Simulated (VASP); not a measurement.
# Ti (I4/mmm) in VASP: a series of runs

Ti is run at these levels: r2SCAN; tasks: single point.

Everything below comes from runs of VASP 6.6.1. Logs are shortened: lines on timing, memory, paths and dates and some standing lists are left out, and cuts for length are marked.

## Step 1: The cell of the first run

Symmetry: I4/mmm, No. 139, tetragonal system. The conventional cell has a = 3.282 Å, b = 3.282 Å, c = 2.790 Å, α = 90.00°, β = 90.00°, γ = 90.00°. Within 3.6 Å of Ti (site symmetry 4/mmm) lie 14 Ti at 2.71 to 3.28 Å.

## Step 2: Single point, r2SCAN (strain -0.1500 x Voigt [0, 1, 0, 0, 0, 0])

POSCAR

```
Ti
1.0
   -1.6410000000      1.3948500000      1.6410000000
    1.6410000000     -1.3948500000      1.6410000000
    1.6410000000      1.3948500000     -1.6410000000
Ti
1
Direct
    0.0000000000      0.0000000000      0.0000000000
```

INCAR.step1

```
ALGO     = Normal         # electronic algorithm
EDIFF    = 1E-4           # SCF threshold, eV
ENCUT    = 520            # plane-wave cutoff, eV
GGA      = PE             # functional
ISMEAR   = 0              # smearing method
LASPH    = T              # aspherical terms in the spheres
LCHARG   = F              # write CHGCAR
LREAL    = F              # projectors in reciprocal space
LWAVE    = T              # write WAVECAR
NBANDS   = 12             # bands
NELM     = 100            # most SCF steps
PREC     = Accurate       # precision mode
SIGMA    = 0.15           # smearing width, eV
```

INCAR.step2

```
ALGO     = Normal         # electronic algorithm
EDIFF    = 1E-6           # SCF threshold, eV
ENCUT    = 520            # plane-wave cutoff, eV
ISIF     = 2              # what is computed and relaxed
ISMEAR   = 0              # smearing method
ISTART   = 1            
LASPH    = T              # aspherical terms in the spheres
LCHARG   = F              # write CHGCAR
LMIXTAU  = T            
LREAL    = F              # projectors in reciprocal space
LWAVE    = F              # write WAVECAR
METAGGA  = R2SCAN         # meta-GGA
NBANDS   = 12             # bands
NELM     = 100            # most SCF steps
PREC     = Accurate       # precision mode
SIGMA    = 0.15           # smearing width, eV
```

KPOINTS

```
k-points
0
Gamma
  20 20 20
```

Potentials or basis: VASP PAW PBE potentials, release 64 (Ti_sv).

The run is started by

```console
> cat potpaw_PBE.64/Ti_sv/POTCAR > POTCAR
> cp INCAR.step1 INCAR
> mpirun -np 1 vasp_std > vasp.out
> cp INCAR.step2 INCAR
> mpirun -np 1 vasp_std > vasp.out
```

OUTCAR:

```text
EDIFF = 1E-6
   ENCUT = 520
   ISIF = 2
   ISMEAR = 0
   ISTART = 1
   LASPH = T
   LREAL = F
   METAGGA = R2SCAN
   NELM = 100
   PREC = Accurate

 ion  position               nearest neighbor table
   1  0.000  0.000  0.000-

  LATTYP: Found a body centered tetragonal cell.
 ALAT       =     3.2820000000
 C/A-ratio  =     0.8500000000

  Lattice vectors:

 A1 = (  -1.6410000000,  -1.3948500000,   1.6410000000)
 A2 = (   1.6410000000,  -1.3948500000,  -1.6410000000)
 A3 = (   1.6410000000,   1.3948500000,   1.6410000000)

Analysis of symmetry for initial positions (statically):
=====================================================================
 Subroutine PRICEL returns:
 Original cell was already a primitive cell.

 Routine SETGRP: Setting up the symmetry group for a
 body centered tetragonal supercell.

 Subroutine GETGRP returns: Found 16 space group operations
 (whereof 16 operations were pure point group operations)
 out of a pool of 16 trial point group operations.

The static configuration has the point symmetry D_4h.

Analysis of symmetry for dynamics (positions and initial velocities):
=====================================================================
 Subroutine PRICEL returns:
 Original cell was already a primitive cell.

 Routine SETGRP: Setting up the symmetry group for a
 body centered tetragonal supercell.

 Subroutine GETGRP returns: Found 16 space group operations
 (whereof 16 operations were pure point group operations)
 out of a pool of 16 trial point group operations.

The dynamic configuration has the point symmetry D_4h.

 Subroutine INISYM returns: Found 16 space group operations
 (whereof 16 operations are pure point group operations),
 and found     1 'primitive' translations

----------------------------------------------------------------------------------------

                                     Primitive cell

  volume of cell :      15.0247

  direct lattice vectors                    reciprocal lattice vectors
    -1.641000000  1.394850000  1.641000000     0.000000000  0.358461483  0.304692261
     1.641000000 -1.394850000  1.641000000     0.304692261  0.000000000  0.304692261
     1.641000000  1.394850000 -1.641000000     0.304692261  0.358461483  0.000000000

  length of vectors
     2.707650000  2.707650000  2.707650000     0.470459359  0.430899928  0.470459359

  position of ions in fractional coordinates (direct lattice)
     0.000000000  0.000000000  0.000000000

  ion indices of the primitive-cell ions
   primitive index   ion index
                 1           1

----------------------------------------------------------------------------------------

 KPOINTS: k-points

Automatic generation of k-mesh.
 Grid dimensions read from file:
 generate k-points for:   20   20   20

 Generating k-lattice:

  Cartesian coordinates                     Fractional coordinates (reciprocal lattice)
     0.000000000  0.017923074  0.015234613     0.050000000  0.000000000  0.000000000
     0.015234613  0.000000000  0.015234613     0.000000000  0.050000000  0.000000000
     0.015234613  0.017923074  0.000000000     0.000000000  0.000000000  0.050000000

  Length of vectors
     0.023522968  0.021544996  0.023522968

  Shift w.r.t. Gamma in fractional coordinates (k-lattice)
     0.000000000  0.000000000  0.000000000

 Subroutine IBZKPT returns following result:
 ===========================================

 Found    641 irreducible k-points:

 Following reciprocal coordinates:
            Coordinates               Weight
  0.000000  0.000000  0.000000      1.000000
  0.050000  0.000000 -0.000000      8.000000
  0.100000  0.000000 -0.000000      8.000000
  0.150000 -0.000000  0.000000      8.000000
  0.200000  0.000000 -0.000000      8.000000
  0.250000  0.000000 -0.000000      8.000000
[... 16 lines left out ...]
 -0.450000  0.050000 -0.000000     16.000000
 -0.400000  0.050000  0.000000     16.000000
 [... further k-points ...]
   k-points           NKPTS =    641   k-points in BZ     NKDIM =    641   number of bands    NBANDS=     12
   number of dos      NEDOS =    301   number of ions     NIONS =      1
   total plane-waves  NPLWV =   8000
   dimension x,y,z NGX =    20 NGY =   20 NGZ =   20
   dimension x,y,z NGXF=    40 NGYF=   40 NGZF=   40
   ions per type =               1
   NGX,Y,Z   is equivalent  to a cutoff of  12.28, 12.28, 12.28 a.u.
   NGXF,Y,Z  is equivalent  to a cutoff of  24.56, 24.56, 24.56 a.u.
 SYSTEM =  unknown system
   PREC   = accura    normal or accurate (medium, high low for compatibility)
   ISTART =      1    job   : 0-new  1-cont  2-samecut
   ICHARG =      0    charge: 1-file 2-atom 10-const
   ISPIN  =      1    spin polarized calculation?
   LNONCOLLINEAR =      F non collinear calculations
   LSORBIT =      F    spin-orbit coupling
   LASPH  =      T    aspherical Exc in radial PAW
   ENCUT  =  520.0 eV  38.22 Ry    6.18 a.u.   5.03  5.03  5.03*2*pi/ulx,y,z
   NELM   =    100;   NELMIN=  2; NELMDL=  0     # of ELM steps
   EDIFF  = 0.1E-05   stopping-criterion for ELM
   LREAL  =      F    real-space projection
   EDIFFG = 0.1E-04   stopping-criterion for IOM
   NSW    =      0    number of steps for IOM
   IBRION =     -1    ionic relax: 0-MD 1-quasi-New 2-CG
   NFREE  =      0    steps in history (QN), initial steepest desc. (CG)
   ISIF   =      2    stress and relaxation
   ISYM   =      2    0-nonsym 1-usesym 2-fastsym
   POTIM  = 0.5000    time-step for ionic-motion
   TEBEG  =    0.0;   TEEND  =   0.0 temperature during run
   PSTRESS=    0.0 pullay stress
   NELECT =      12.0000    total number of electrons
   NUPDOWN=      -1.0000    fix difference up-down
   EMIN   =  10.00;   EMAX   =-10.00  energy-range for DOS
   EFERMI =   0.00;   METHOD = LEGACY
   ISMEAR =     0;   SIGMA  =   0.15  broadening in eV -4-tet -1-fermi 0-gaus
   EFERMI_NEDOS =   21; number of points for ismear=-14 and -15
   IALGO  =     38    algorithm
   IMIX   =      4    mixing-type and parameters
     AMIX     =   0.40;   BMIX     =  1.00
     AMIX_MAG =   1.60;   BMIX_MAG =  1.00
  volume/ion in A,a.u.               =      15.02       101.39
  Fermi-wavevector in a.u.,A,eV,Ry     =   1.518916  2.870335 31.390071  2.307105
  Thomas-Fermi vector in A             =   2.627972
   LORBIT       =      0    0 simple, 1 ext, 2 COOP (PROOUT), +10 PAW based schemes
   METAGGA = R2SCAN    functional components
   LHFCALC =     F    Hartree Fock is set to
   AEXX    =    0.0000 exact exchange contribution
   IVDW    =     0    specifies the selected vdW correction
   LEPSILON=     F    determine dielectric tensor
   LRPA    =     F    only Hartree local field effects (RPA)
 non-spin polarized calculation
 Gauss-broadening in eV      SIGMA  =   0.15
  energy-cutoff  :      520.00
  volume of cell :       15.02
 maximum number of plane-waves:       421
   NGX =  9   NGY =  9   NGZ =  9

 number of electron      11.9999997 magnetization

 Free energy of the ion-electron system (eV)
  ---------------------------------------------------
  ext. energy  EPLUGINS =         0.00000000
  ---------------------------------------------------
  free energy    TOTEN  =       -12.71303817 eV

  energy without entropy =      -12.69576965  energy(sigma->0) =      -12.70440391

 E-fermi :   9.7938     XC(G=0): -13.1616

 val. band max:        9.7916603222   @ k =   0.3000   0.2500   0.1500
 cond. band min:       9.8019205953   @ k =   0.3000   0.2000   0.2000
 fundamental gap:      0.0102602732
 Fermi energy:         9.7937739191

 k-point     1 :       0.0000    0.0000    0.0000
  band No.  band energies     occupation
      1     -48.8798      2.00000
      2     -23.4796      2.00000
      3     -23.4796      2.00000
      4     -23.4221      2.00000
      5       3.1574      2.00000
      6      10.0525      0.01472
      7      11.7188      0.00000
      8      11.7188      0.00000
      9      11.9709      0.00000
     10      13.8840      0.00000
     11      27.8812      0.00000
     12      27.8813      0.00000

 k-point     2 :       0.0500    0.0000   -0.0000
  band No.  band energies     occupation
      1     -48.8732      2.00000
      2     -23.4949      2.00000
      3     -23.4881      2.00000
      4     -23.4396      2.00000
      5       3.2673      2.00000
      6      10.0801      0.00695
      7      11.6718      0.00000
      8      11.6979      0.00000
      9      12.0007      0.00000
     10      13.8277      0.00000
     11      27.9443      0.00000
     12      28.0150      0.00000

 k-point     3 :       0.1000    0.0000   -0.0000
  band No.  band energies     occupation
      1     -48.8541      2.00000
      2     -23.5655      2.00000
      3     -23.5125      2.00000
      4     -23.4632      2.00000
      5       3.5892      2.00000
      6      10.1261      0.00173
      7      11.4933      0.00000
      8      11.6813      0.00000
      9      12.1283      0.00000
     10      13.6854      0.00000
     11      28.0758      0.00000
     12      28.3933      0.00000

 k-point     4 :       0.1500   -0.0000    0.0000
  band No.  band energies     occupation
      1     -48.8242      2.00000
      2     -23.6933      2.00000
      3     -23.5502      2.00000
      4     -23.4804      2.00000
      5       4.0979      2.00000
      6      10.0926      0.00484
      7      11.1908      0.00000
      8      11.7903      0.00000
      9      12.3590      0.00000
     10      13.5152      0.00000
     11      28.1131      0.00000
     12      28.9534      0.00000

 k-point     5 :       0.2000    0.0000   -0.0000
  band No.  band energies     occupation
      1     -48.7864      2.00000
      2     -23.8557      2.00000
      3     -23.5975      2.00000
      4     -23.4980      2.00000
      5       4.7465      2.00000
      6       9.9175      0.24351
      7      10.8318      0.00000
      8      12.1118      0.00000
      9      12.6709      0.00000
     10      13.3646      0.00000
     11      27.6904      0.00000
     12      28.1093      0.00000
[... 228 lines left out ...]
      1     -48.6068      2.00000
      2     -24.5690      2.00000
      3     -23.8200      2.00000
      4     -23.5815      2.00000
      5       6.8037      2.00000
      6       8.7387      2.00000
      7      11.6298      0.00000
      8      13.0920      0.00000
      9      14.4280      0.00000
     10      15.0735      0.00000
     11      21.3450      0.00000
     12      24.3391      0.00000

 k-point    22 :       0.5000    0.0500    0.0000
  band No.  band energies     occupation
      1     -48.6053      2.00000
      2     -24.5759      2.00000
      3     -23.8184      2.00000
      4     -23.5839      2.00000
      5       6.8099      2.00000
      6       8.7287      2.00000
      7      11.6275      0.00000
      8      13.0943      0.00000
      9      14.5199      0.00000
     10      15.0481      0.00000
     11      21.2806      0.00000
     12      24.3368      0.00000

 k-point    23 :      -0.4500    0.0500   -0.0000
  band No.  band energies     occupation
      1     -48.6172      2.00000
      2     -24.5317      2.00000
      3     -23.8005      2.00000
      4     -23.5806      2.00000
      5       6.8081      2.00000
      6       8.8081      2.00000
      7      11.2567      0.00000
      8      13.0782      0.00000
      9      14.4295      0.00000
     10      14.7318      0.00000
     11      21.8791      0.00000
     12      24.6703      0.00000

 k-point    24 :      -0.4000    0.0500    0.0000
  band No.  band energies     occupation
      1     -48.6414      2.00000
      2     -24.4400      2.00000
      3     -23.7680      2.00000
      4     -23.5718      2.00000
      5       6.7273      2.00000
      6       8.9727      2.00000
      7      10.7523      0.00000
      8      13.0465      0.00000
      9      14.1350      0.00000
     10      14.2585      0.00000
     11      22.9369      0.00000
     12      25.3080      0.00000

 [... further k-points ...]

------------------------ aborting loop because EDIFF is reached ----------------------------------------

  FORCE on cell =-STRESS in cart. coord.  units (eV):
  Direction    XX          YY          ZZ          XY          YZ          ZX
  --------------------------------------------------------------------------------------
  -------------------------------------------------------------------------------------
  Total        1.6914866      1.9223170      1.6914866      0.0000000     -0.0000000      0.0000000
  in kB      180.3742256    204.9891758    180.3742256      0.0000000     -0.0000000      0.0000000
  external PRESSURE =     188.5792090 kB  Pullay stress =       0.0000000 kB

 VOLUME and BASIS-vectors are now :
 -----------------------------------------------------------------------------
  energy-cutoff  :      520.00
  volume of cell :       15.02
      direct lattice vectors                 reciprocal lattice vectors
    -1.641000000  1.394850000  1.641000000     0.000000000  0.358461483  0.304692261
     1.641000000 -1.394850000  1.641000000     0.304692261  0.000000000  0.304692261
     1.641000000  1.394850000 -1.641000000     0.304692261  0.358461483  0.000000000

 POSITION                                       TOTAL-FORCE (eV/Angst)
 -----------------------------------------------------------------------------------
      0.00000      0.00000      0.00000         0.000000      0.000000      0.000000
 -----------------------------------------------------------------------------------
    total drift:                                0.000000     -0.000000      0.000000

  FREE ENERGIE OF THE ION-ELECTRON SYSTEM (eV)
  ---------------------------------------------------
  free  energy   TOTEN  =       -12.7130381712 eV

  energy  without entropy=      -12.6957696453  energy(sigma->0) =      -12.70440391
```

Wall time 5.4 min (1 thread of Intel Xeon Platinum 8375C at 2.90GHz (Ice Lake), shared host); peak memory 0.22 GiB.

Results:

- Free energy: -12.7130 eV
- Pressure: 18.9 GPa
- Band gap on the k mesh: zero (bands 6 and 7 overlap by 1.61 eV)

Caveat: the cell differs from its parent crystal (strain -0.1500 x Voigt [0, 1, 0, 0, 0, 0]); the cell stands under pressure; the PAW data sets were made with another functional, which shifts forces and pressure a little.

## Step 3: Single point, r2SCAN (strain -0.1125 x Voigt [0, 1, 0, 0, 0, 0])

POSCAR

```
Ti
1.0
   -1.6410000000      1.4563875000      1.6410000000
    1.6410000000     -1.4563875000      1.6410000000
    1.6410000000      1.4563875000     -1.6410000000
Ti
1
Direct
    0.0000000000      0.0000000000      0.0000000000
```

INCAR.step1

```
SYSTEM = Ti
ALGO = Normal
EDIFF = 1E-4
ENCUT = 520
GGA = PE
ISMEAR = 0
LASPH = .True.
LCHARG = .False.
LREAL = .False.
LWAVE = .True.
NBANDS = 12
NELM = 100
PREC = Accurate
SIGMA = 0.15
```

INCAR.step2

```
SYSTEM = Ti
ALGO = Normal
EDIFF = 1E-7
ENCUT = 520
ISIF = 2
ISMEAR = 0
ISTART = 1
LASPH = .True.
LCHARG = .True.
LELF = .True.
LMIXTAU = .True.
LREAL = .False.
LVHAR = .True.
LWAVE = .False.
METAGGA = R2SCAN
NBANDS = 12
NELM = 100
PREC = Accurate
SIGMA = 0.15
```

KPOINTS

```
k-points
0
Gamma
  20 20 20
  0 0 0
```

Potentials or basis: VASP PAW PBE potentials, release 64 (Ti_sv).

The run is started by

```console
> cat potpaw_PBE.64/Ti_sv/POTCAR > POTCAR
> cp INCAR.step1 INCAR
> mpirun -np 1 vasp_std > vasp.out
> cp INCAR.step2 INCAR
> mpirun -np 1 vasp_std > vasp.out
```

Wall time 6.4 min (1 thread of Intel Xeon Platinum 8375C at 2.90GHz (Ice Lake), shared host); peak memory 0.22 GiB.

Results (log left out):

```yaml
Free_energy: -12.7801 eV
Pressure: 12.4 GPa
Band_gap_on_the_k_mesh: zero (bands 6 and 7 overlap by 1.68 eV)
```

Stress tensor (GPa, compression positive):
```
12.74  0.00  0.00
 0.00 11.87  0.00
 0.00  0.00 12.74
```

Levels at points of the mesh, in eV from the Fermi level:
| k point | band 3 | band 4 | band 5 | band 6 | band 7 | band 8 | band 9 | band 10 |
| --- | --- | --- | --- | --- | --- | --- | --- | --- |
| (0.00, 0.00, 0.00) | -33.40 | -33.38 | -6.56 | 0.52 | 1.66 | 1.66 | 2.44 | 3.77 |
| (0.50, 0.00, 0.00) | -33.71 | -33.46 | -2.89 | -0.86 | 1.69 | 3.21 | 4.23 | 4.99 |
| (0.00, 0.50, 0.00) | -33.61 | -33.37 | -2.86 | 0.44 | 0.68 | 2.39 | 3.35 | 4.95 |
| (0.50, 0.50, 0.50) | -34.10 | -33.87 | -2.85 | -2.51 | 4.58 | 4.58 | 4.76 | 8.41 |

Caveat: the cell differs from its parent crystal (strain -0.1125 x Voigt [0, 1, 0, 0, 0, 0]); the cell stands under pressure; the PAW data sets were made with another functional, which shifts forces and pressure a little.

(Part 1 of 2 ends here.)
